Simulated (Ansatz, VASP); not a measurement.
**Cr in VASP and in Ansatz**

```
Cr
1.0
     2.48953    0.00000    0.00000
    -1.24477    2.15600    0.00000
     0.00000    0.00000    4.44504
Cr
2
Direct
  0.33333 0.66667 0.25000
  0.66667 0.33333 0.75000
```

Alike in both runs: functional PBE; k mesh 14 × 14 × 8; occupations fermi-dirac, width 0.1 eV; no spin polarisation.

Ansatz relaxed the structure, and its values are those at the end. VASP's run is a single point on that final structure, the one shown.

```csv
,VASP,Ansatz
version,VASP 6.6.1,Ansatz 0.2.0
potentials or method,"VASP PAW PBE potentials, release 64 (Cr_pv), cutoff 520 eV","plane waves (420 eV) with PAW, scalar-relativistic"
valence electrons in the cell,24,28
```

|  | VASP | Ansatz | Ansatz less VASP |
| --- | --- | --- | --- |
| pressure (GPa) | -0.4 | 0.0 | +0.42 |

With one functional, cell and mesh, what is left measures potentials, basis and numerics. VASP's potentials hold 24 valence electrons a cell and Ansatz's 28, so a difference there can come from the potentials and not from the codes.
